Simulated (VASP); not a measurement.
# MgSi32 (a cell with a defect) in VASP: single point with PBE

Aim: the single point of MgSi32 (a cell with a defect) with PBE.

Program: VASP 6.6.1. These are calculated values, not measurements. Logs are shortened: lines on timing, memory, paths and dates and some standing lists are left out, and cuts for length are marked.

## (1) The cell of the first run

The cell holds a defect, 33 atoms: a = 9.474 Å, b = 9.474 Å, c = 9.474 Å, α = 109.47°, β = 109.47°, γ = 109.47°.

## (2) Single point, PBE

INCAR reads:

```
SYSTEM = MgSi32
  ALGO = Normal
  EDIFF = 1E-7
  ENCUT = 520
  GGA = PE
  ISIF = 2
  ISMEAR = 0
  LASPH = .True.
  LCHARG = .False.
  LREAL = Auto
  LWAVE = .False.
  NBANDS = 87
  NELECT = 128.0
  NELM = 60
  PREC = Accurate
  SIGMA = 0.02
```

KPOINTS reads:

```
Automatic mesh
0
Gamma
  2 2 2
  0.5 0.5 0.5
```

POSCAR reads:

```
MgSi32
1.0
    5.4700936590     -5.4700936590     -5.4700936590
   -5.4700936590     -5.4700936590      5.4700936590
   -5.4700936590      5.4700936590     -5.4700936590
Si Mg
32 1
Direct
    0.4999980202      0.7519216775      0.0016805928
    0.4999990257      0.0017060037      0.7519837422
    0.4999882398      0.2347963454      0.4999754429
    0.2480640341      0.7497489542      0.2480618404
    0.4999886968      0.5000062468      0.2349085921
    0.2502562269     -0.0016954006     -0.0017001537
    0.2480721693      0.2480749114      0.7497612026
    0.0016787647      0.7519236884      0.4999941812
    0.2348628890      0.5000063382      0.4999758085
   -0.0017083803     -0.0017068264      0.2502733199
   -0.0016782162      0.2502502855     -0.0016810498
    0.7651695311      0.7651879951      0.7651565514
    0.0017086545      0.5000004882      0.7519745102
    0.7519549493      0.0016952178      0.4999967405
    0.7497576377      0.2480722607      0.2480655880
    0.7519431579      0.5000005796      0.0016962232
    0.2500172913      0.7500077249      0.0000110601
    0.2499786266      0.9999996053      0.7499873413
    0.2460179997      0.2460066653      0.4999972890
    0.0000009141      0.7499864272      0.2500026664
    0.2460262262      0.5000033218      0.2460313450
    1.0116313988      1.0116143059      1.0116496801
    0.0000094148      0.2499934343      0.7500072678
    0.7539837080      0.7539889181      0.5000129194
   -0.0115846280      0.4999966491      0.5000299210
    0.7499790233      0.9999977772      0.2499860304
    0.7500186022      0.2500147320      0.0000153562
    0.5000078921      0.7539872728      0.7539821541
    0.7539893752      0.4999966491      0.7539876384
    0.5000138335      0.9883678118      0.5000327546
    0.4999980202      0.2460047458      0.2460211989
    0.5000120968      0.4999969234     -0.0115498936
    0.5000434491      0.4999759914      0.5000905232
```

Potentials or basis: VASP PAW PBE potentials, release 64 (Si, Mg).

The run is started by

```bash
$ cat potpaw_PBE.64/Si/POTCAR potpaw_PBE.64/Mg/POTCAR > POTCAR
$ mpirun -np 1 vasp_std > vasp.out
```

OUTCAR:

```text
SYSTEM = MgSi32
   EDIFF = 1E-7
   ENCUT = 520
   GGA = PE
   ISIF = 2
   ISMEAR = 0
   LASPH = .True.
   LREAL = Auto
   NELECT = 128.0
   NELM = 60
   PREC = Accurate

 ion  position               nearest neighbor table
   1  0.500  0.752  0.002-  32 2.35  28 2.35  17 2.36  26 2.36
   2  0.500  0.002  0.752-  30 2.35  28 2.35  18 2.36  27 2.36
   3  0.500  0.235  0.500-  30 2.34  31 2.44  19 2.44  29 2.44  33 2.51
   4  0.248  0.750  0.248-  30 2.35  21 2.35  17 2.36  20 2.36
   5  0.500  0.500  0.235-  32 2.34  21 2.44  24 2.44  31 2.44  33 2.51
   6  0.250  0.998  0.998-  22 2.35  31 2.35  18 2.36  17 2.36
   7  0.248  0.248  0.750-  32 2.35  19 2.35  23 2.36  18 2.36
   8  0.002  0.752  0.500-  25 2.35  24 2.35  20 2.36  18 2.36
   9  0.235  0.500  0.500-  25 2.34  21 2.44  28 2.44  19 2.44  33 2.51
  10  0.998  0.998  0.250-  22 2.35  19 2.35  26 2.36  20 2.36
  11  0.998  0.250  0.998-  22 2.35  21 2.35  23 2.36  27 2.36
  12  0.765  0.765  0.765-  22 2.34  24 2.44  28 2.44  29 2.44  33 2.51
  13  0.002  0.500  0.752-  25 2.35  29 2.35  17 2.36  23 2.36
  14  0.752  0.002  0.500-  30 2.35  24 2.35  26 2.36  23 2.36
  15  0.750  0.248  0.248-  25 2.35  31 2.35  27 2.36  26 2.36
  16  0.752  0.500  0.002-  32 2.35  29 2.35  20 2.36  27 2.36
  17  0.250  0.750  0.000-  13 2.36   1 2.36   6 2.36   4 2.36
  18  0.250  1.000  0.750-   6 2.36   7 2.36   2 2.36   8 2.36
  19  0.246  0.246  0.500-  10 2.35   7 2.35   3 2.44   9 2.44  33 2.78
  20  0.000  0.750  0.250-  16 2.36   8 2.36  10 2.36   4 2.36
  21  0.246  0.500  0.246-   4 2.35  11 2.35   9 2.44   5 2.44  33 2.78
  22  0.012  0.012  0.012-  12 2.34  10 2.35   6 2.35  11 2.35
  23  0.000  0.250  0.750-   7 2.36  13 2.36  14 2.36  11 2.36
  24  0.754  0.754  0.500-  14 2.35   8 2.35  12 2.44   5 2.44  33 2.78
  25  0.988  0.500  0.500-   9 2.34  13 2.35  15 2.35   8 2.35
  26  0.750  1.000  0.250-  10 2.36  14 2.36   1 2.36  15 2.36
  27  0.750  0.250  0.000-  16 2.36  15 2.36   2 2.36  11 2.36
  28  0.500  0.754  0.754-   2 2.35   1 2.35  12 2.44   9 2.44  33 2.78
  29  0.754  0.500  0.754-  13 2.35  16 2.35   3 2.44  12 2.44  33 2.78
  30  0.500  0.988  0.500-   3 2.34   2 2.35  14 2.35   4 2.35
  31  0.500  0.246  0.246-   6 2.35  15 2.35   3 2.44   5 2.44  33 2.78
  32  0.500  0.500  0.988-   5 2.34  16 2.35   7 2.35   1 2.35
  33  0.500  0.500  0.500-   3 2.51  12 2.51   9 2.51   5 2.51  29 2.78  19 2.78  28 2.78  31 2.78
                            24 2.78  21 2.78

  LATTYP: Found a body centered cubic cell.
 ALAT       =    10.9401873180

  Lattice vectors:

 A1 = (   5.4700936590,  -5.4700936590,  -5.4700936590)
 A2 = (  -5.4700936590,  -5.4700936590,   5.4700936590)
 A3 = (  -5.4700936590,   5.4700936590,  -5.4700936590)

Analysis of symmetry for initial positions (statically):
[... 175 lines left out ...]
   TEBEG  =    0.0;   TEEND  =   0.0 temperature during run
   PSTRESS=    0.0 pullay stress
   NELECT =     128.0000    total number of electrons
   NUPDOWN=      -1.0000    fix difference up-down
   EMIN   =  10.00;   EMAX   =-10.00  energy-range for DOS
   EFERMI =   0.00;   METHOD = LEGACY
   ISMEAR =     0;   SIGMA  =   0.02  broadening in eV -4-tet -1-fermi 0-gaus
   EFERMI_NEDOS =   21; number of points for ismear=-14 and -15
   IALGO  =     38    algorithm
   IMIX   =      4    mixing-type and parameters
     AMIX     =   0.40;   BMIX     =  1.00
     AMIX_MAG =   1.60;   BMIX_MAG =  1.00
  volume/ion in A,a.u.               =      19.84       133.88
  Fermi-wavevector in a.u.,A,eV,Ry     =   0.950160  1.795542 12.283394  0.902804
  Thomas-Fermi vector in A             =   2.078511
   LORBIT       =      0    0 simple, 1 ext, 2 COOP (PROOUT), +10 PAW based schemes
   GGA     = PE    functional components
   LHFCALC =     F    Hartree Fock is set to
   AEXX    =    0.0000 exact exchange contribution
   IVDW    =     0    specifies the selected vdW correction
   LEPSILON=     F    determine dielectric tensor
   LRPA    =     F    only Hartree local field effects (RPA)
 non-spin polarized calculation
 Gauss-broadening in eV      SIGMA  =   0.02
  energy-cutoff  :      520.00
  volume of cell :      654.70
 maximum number of plane-waves:     17628
 NGX is ok and might be reduce to    70
   NGX = 35   NGY = 35   NGZ = 35

 number of electron     128.0000003 magnetization

 Free energy of the ion-electron system (eV)
  ---------------------------------------------------
  ext. energy  EPLUGINS =         0.00000000
  ---------------------------------------------------
  free energy    TOTEN  =      -185.89482279 eV

  energy without entropy =     -185.89482279  energy(sigma->0) =     -185.89482279

 E-fermi :   5.1908     XC(G=0):  -9.3690

 val. band max:        5.0781306008   @ k =   0.2500   0.2500   0.2500
 cond. band min:       6.3127512477   @ k =   0.2500  -0.2500   0.2500
 fundamental gap:      1.2346206469
 Fermi energy:         5.1908473926

 k-point     1 :       0.2500    0.2500    0.2500
  band No.  band energies     occupation
      1      -5.4608      2.00000
      2      -5.2483      2.00000
      3      -5.2483      2.00000
      4      -5.2482      2.00000
      5      -3.5465      2.00000
      6      -3.5035      2.00000
[... 305 lines left out ...]
     75       8.0387      0.00000
     76       8.0866      0.00000
 [bands above 76 left out]

------------------------ aborting loop because EDIFF is reached ----------------------------------------

  FORCE on cell =-STRESS in cart. coord.  units (eV):
  Direction    XX          YY          ZZ          XY          YZ          ZX
  --------------------------------------------------------------------------------------
  -------------------------------------------------------------------------------------
  Total      -12.3690006    -12.3688356    -12.3679979     -0.0012004     -0.0002679      0.0009616
  in kB      -30.2691981    -30.2687942    -30.2667442     -0.0029375     -0.0006556      0.0023533
  external PRESSURE =     -30.2682455 kB  Pullay stress =       0.0000000 kB

 VOLUME and BASIS-vectors are now :
 -----------------------------------------------------------------------------
  energy-cutoff  :      520.00
  volume of cell :      654.70
      direct lattice vectors                 reciprocal lattice vectors
     5.470093659 -5.470093659 -5.470093659     0.000000000 -0.091406113 -0.091406113
    -5.470093659 -5.470093659  5.470093659    -0.091406113 -0.091406113  0.000000000
    -5.470093659  5.470093659 -5.470093659    -0.091406113  0.000000000 -0.091406113

 POSITION                                       TOTAL-FORCE (eV/Angst)
 -----------------------------------------------------------------------------------
     -1.38724     -6.83892      1.36885         0.000826     -0.002081      0.001795
     -1.38771      1.36905     -6.83913         0.001348      0.001786     -0.001977
     -1.28429     -1.28443     -4.18554        -0.003287     -0.002325      0.001106
     -4.10119     -4.10121      1.38734         0.001939      0.002127     -0.001574
     -1.28507     -4.18509     -1.28488         0.000030      0.000712     -0.001982
     -9.55269     -1.36895     -1.36890        -0.001614     -0.001907     -0.002190
[... 25 lines left out ...]
     -5.40683     -0.06323     -5.40700        -0.000119     -0.000126      0.000576
     -2.73517     -2.73466     -2.73591         0.000626     -0.001407      0.002898
 -----------------------------------------------------------------------------------
    total drift:                               -0.001435      0.000481      0.000527

  FREE ENERGIE OF THE ION-ELECTRON SYSTEM (eV)
  ---------------------------------------------------
  free  energy   TOTEN  =      -185.8948227929 eV

  energy  without entropy=     -185.8948227929  energy(sigma->0) =     -185.89482279
```

OSZICAR:

```text
N       E                     dE             d eps       ncg     rms          rms(c)
DAV:   1     0.307290242311E+03    0.30729E+03   -0.48397E+04   696   0.121E+03
DAV:   2    -0.156210764235E+03   -0.46350E+03   -0.43425E+03   836   0.175E+02
DAV:   3    -0.187403867579E+03   -0.31193E+02   -0.30622E+02   864   0.402E+01
DAV:   4    -0.188164531380E+03   -0.76066E+00   -0.75567E+00   848   0.762E+00
DAV:   5    -0.188188976742E+03   -0.24445E-01   -0.24423E-01   824   0.129E+00    0.192E+01
DAV:   6    -0.186743459869E+03    0.14455E+01   -0.75744E-01   832   0.213E+00    0.116E+01
DAV:   7    -0.185879908835E+03    0.86355E+00   -0.23591E+00   760   0.349E+00    0.727E-01
DAV:   8    -0.185887031733E+03   -0.71229E-02   -0.14187E-01   816   0.107E+00    0.561E-01
DAV:   9    -0.185892168213E+03   -0.51365E-02   -0.14687E-02   872   0.307E-01    0.306E-01
DAV:  10    -0.185894162753E+03   -0.19945E-02   -0.35419E-03   760   0.145E-01    0.111E-01
DAV:  11    -0.185894753033E+03   -0.59028E-03   -0.78389E-04   776   0.861E-02    0.600E-02
DAV:  12    -0.185894824251E+03   -0.71218E-04   -0.19253E-04   848   0.382E-02    0.230E-02
DAV:  13    -0.185894819102E+03    0.51490E-05   -0.23463E-05   816   0.141E-02    0.965E-03
DAV:  14    -0.185894820930E+03   -0.18276E-05   -0.43740E-06   848   0.473E-03    0.435E-03
DAV:  15    -0.185894822703E+03   -0.17729E-05   -0.91107E-07   856   0.255E-03    0.360E-03
DAV:  16    -0.185894822793E+03   -0.90289E-07   -0.15085E-07   536   0.128E-03
   1 F= -.18589482E+03 E0= -.18589482E+03  d E =-.126886E-15
```

stdout:

```text
POSCAR found type information on POSCAR SiMg
 POSCAR found :  2 types and      33 ions
 scaLAPACK will be used
 LDA part: xc-table for (Slater+PW92), standard interpolation
 POSCAR, INCAR and KPOINTS ok, starting setup
 FFT: planning ... GRIDC
 FFT: planning ... GRID_SOFT
 FFT: planning ... GRID
 WAVECAR not read
 entering main loop
 the old and the new charge density differ
 old charge density:   130.00000 new  128.00000
    0.192E+01
```

Run time: 3.6 min. Hardware: 1 thread of Intel Xeon 6975P-C (Granite Rapids), shared host; peak memory 0.72 GiB.

Results:

```yaml
Free_energy: -185.8948 eV
Largest_force: 0.005 eV/Å
```

Forces on the atoms (eV/Å):
```
Si   0.001 -0.002  0.002
Si   0.001  0.002 -0.002
Si  -0.003 -0.002  0.001
Si   0.002  0.002 -0.002
Si   0.000  0.001 -0.002
Si  -0.002 -0.002 -0.002
Si   0.002 -0.001  0.002
Si  -0.002  0.001  0.002
Si   0.001  0.000 -0.003
Si  -0.002 -0.001 -0.002
Si  -0.002 -0.002 -0.001
Si   0.002  0.003  0.000
Si  -0.002  0.002  0.002
Si   0.002  0.002 -0.002
Si  -0.001  0.002  0.002
Si   0.002 -0.002  0.001
Si   0.000  0.000  0.000
Si   0.000  0.000  0.000
Si   0.000  0.004  0.000
Si   0.000  0.000  0.000
Si   0.000  0.000  0.005
Si   0.001  0.000  0.001
Si   0.000  0.000  0.000
Si   0.000 -0.005  0.000
Si   0.001 -0.001  0.000
Si   0.000  0.000  0.000
Si   0.000  0.000  0.000
Si  -0.005  0.000  0.000
Si   0.000  0.000 -0.004
Si   0.000 -0.001  0.001
Si   0.004  0.000  0.000
Si   0.000  0.000  0.001
Mg   0.001 -0.001  0.003
```

Caveat: the cell carries a net charge on a neutralising background, which shifts energy and pressure; the cell is charged against a uniform background, so pressure and absolute levels hang on convention.
